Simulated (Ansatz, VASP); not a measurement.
## One calculation of CsNaP2, two programs

```
Cs Na P
1.0
     4.05013    0.00000    0.00000
     0.00000    4.05013    0.00000
     0.00000    0.00000    7.06243
Cs Na P
1 1 2
Direct
  0.00000 0.00000 0.50000
  0.00000 0.00000 0.00000
  0.50000 0.50000 0.14678
  0.50000 0.50000 0.85322
```

Alike in both runs: functional PBE; k mesh 4 × 4 × 2; occupations gaussian, width 0.1 eV; no spin polarisation.

Ansatz relaxed the structure, and its values are those at the end. VASP's run is a single point on that final structure, the one shown.

|  | VASP | Ansatz |
| --- | --- | --- |
| version | VASP 6.6.1 | Ansatz 0.2.0 |
| potentials or method | VASP PAW PBE potentials, release 64 (Cs_sv, Na_pv, P), cutoff 520 eV | scalar-relativistic, plane waves, PAW |
| valence electrons in the cell | 26 | 28 |

|  | VASP | Ansatz | Ansatz less VASP |
| --- | --- | --- | --- |
| gap on the k mesh at the Fermi level (eV) | none | none | - |
| pressure (GPa) | 0.1 | 0.1 | +0.03 |
| rms of the force components (eV/Å) | 0.034 | 0.009 | -0.0256 |

A gap of «none» marks a metal or a gap that the smearing closes. VASP's potentials hold 26 valence electrons a cell and Ansatz's 28, so a difference there can come from the potentials and not from the codes.

The k mesh is coarse, so the values compare programs but aren't converged. Neither program's run includes spin-orbit coupling.
